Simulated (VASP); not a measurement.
IrAu:

```
Ir Au
1.0
     4.74449    0.00000    0.00000
    -2.37224    4.10885    0.00000
     0.00000    0.00000    3.92708
Ir Au
2 2
Direct
  0.33333 0.66667 0.25000
  0.66667 0.33333 0.75000
  0.00000 0.00000 0.00000
  0.00000 0.00000 0.50000
```

* Program: VASP 6.6.1
* Task: relaxation of cell and atoms
* Functional: PBE
* Potentials or basis: VASP PAW PBE potentials, release 64 (Ir, Au)
* Cutoff: 600 eV
* k mesh: 6 × 6 × 4
* Occupations: gaussian, width 0.1 eV
* Spin: no spin polarisation

At the start: pressure 51.4 GPa; volume 19.14 Å³/atom.

How do energy, volume and symmetry change on relaxing?

Over 29 steps the energy falls by 3270.9 meV/atom and the volume is 16.29 Å³/atom (-14.9 %); space group P6_3/mmc (No. 194, to 0.05 Å).

Step by step:
| step | energy change (eV) | largest force (eV/Å) | pressure (GPa) | volume (Å³) |
| --- | --- | --- | --- | --- |
| 1 | 0.0000 | 0.0000 | 51.37 | 76.56 |
| 2 | -4.0877 | 0.0000 | -31.80 | 127.51 |
| 3 | -9.3881 | 0.0000 | -21.55 | 103.43 |
| 4 | -9.6356 | 0.0000 | -21.09 | 101.18 |
| 5 | -9.7325 | 0.0000 | -10.43 | 89.58 |
| 6 | -10.0247 | 0.0000 | -18.92 | 96.23 |
| 7 | -10.0494 | 0.0000 | -15.51 | 92.59 |
| 8 | -10.0794 | 0.0000 | -16.96 | 93.83 |
| 9 | -11.7843 | 0.0000 | 16.42 | 69.97 |
| 10 | -11.9379 | 0.0000 | 4.24 | 74.12 |
| 11 | -12.1336 | 0.0000 | 0.06 | 75.51 |
| 12 | -12.2003 | 0.0000 | -2.25 | 76.41 |
| 13 | -12.2552 | 0.0000 | -5.62 | 77.81 |
| 14 | -12.3761 | 0.0000 | -0.21 | 74.67 |
| 15 | -12.4035 | 0.0000 | 10.74 | 69.60 |
| 16 | -12.4288 | 0.0000 | 11.04 | 69.24 |
| 17 | -12.5315 | 0.0000 | 11.88 | 68.06 |
| 18 | -12.8895 | 0.0000 | 11.50 | 65.26 |
| 19 | -12.3951 | 0.0000 | 10.78 | 58.24 |
| 20 | -13.0072 | 0.0000 | 10.42 | 63.60 |
| 21 | -13.0023 | 0.0000 | 9.79 | 61.97 |
| 22 | -13.0111 | 0.0000 | 9.85 | 62.23 |
| 23 | -13.0629 | 0.0000 | 4.65 | 63.53 |
| 24 | -13.0823 | 0.0000 | -0.60 | 65.06 |
| 25 | -13.0823 | 0.0000 | -0.41 | 65.00 |
| 26 | -13.0829 | 0.0000 | -0.27 | 65.04 |
| 27 | -13.0834 | 0.0000 | -0.08 | 65.10 |
| 28 | -13.0836 | 0.0000 | 0.30 | 65.23 |
| 29 | -13.0837 | 0.0000 | 0.15 | 65.18 |

Final structure:
```
CELL_PARAMETERS angstrom
3.10974 0.00000 0.00000
-1.55487 2.69312 0.00000
0.00000 0.00000 7.78272
ATOMIC_POSITIONS crystal
Ir 0.33333 0.66667 0.25000
Ir 0.66667 0.33333 0.75000
Au 0.00000 0.00000 0.00000
Au 0.00000 0.00000 0.50000
```

Caveat: the k points lie up to 0.39 Å⁻¹ apart in the final cell.
